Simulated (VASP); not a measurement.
Input of a VASP 6.6.1 run:

The input POSCAR:

```
SrO
1.0
    0.0000000000      2.5055550000      2.6340450000
    2.5055550000      0.0000000000      2.6340450000
    2.5055550000      2.5055550000      0.0000000000
Sr O
1 1
Direct
    0.0000000000      0.0000000000      0.0000000000
    0.5000000000      0.5000000000      0.5000000000
```

File INCAR.step1:

```
PREC = Accurate ; ENCUT = 520
ISMEAR = 0 ; SIGMA = 0.05
LREAL = F ; LASPH = T
NELM = 60 ; NBANDS = 15
GGA = PE ; ALGO = Normal
EDIFF = 1E-4 ; LWAVE = T
LCHARG = F
```

The input INCAR.step2:

```
PREC = Accurate ; ENCUT = 520
EDIFF = 1E-7 ; ISMEAR = 0
SIGMA = 0.05 ; LREAL = F
LASPH = T ; NELM = 60
ALGO = Normal ; ISIF = 2
LWAVE = F ; LCHARG = F
METAGGA = R2SCAN ; LMIXTAU = T
NBANDS = 15 ; ISTART = 1
```

Contents of KPOINTS:

```
Automatic mesh
0
Gamma
  8 8 8
```

Potentials or basis: VASP PAW PBE potentials, release 64 (Sr_sv, O).

The run is started by

```console
$ cat potpaw_PBE.64/Sr_sv/POTCAR potpaw_PBE.64/O/POTCAR > POTCAR
$ cp INCAR.step1 INCAR
$ mpirun -np 1 vasp_std > vasp.out
$ cp INCAR.step2 INCAR
$ mpirun -np 1 vasp_std > vasp.out
```

Q: Estimate the pressure.

A: 5.1 GPa.

Q: What does it give for the band gap on the k mesh?

A: 3.61 eV, indirect (least direct gap 3.65 eV).

Stress tensor (GPa, compression positive):
```
 7.76  0.00  0.00
 0.00  7.76  0.00
 0.00  0.00 -0.33
```

Caveat: the cell differs from its parent crystal (strain -0.025 along x and y, +0.025 along z); the PAW data sets were made with another functional, which shifts forces and pressure a little. A k mesh can miss the band edges.
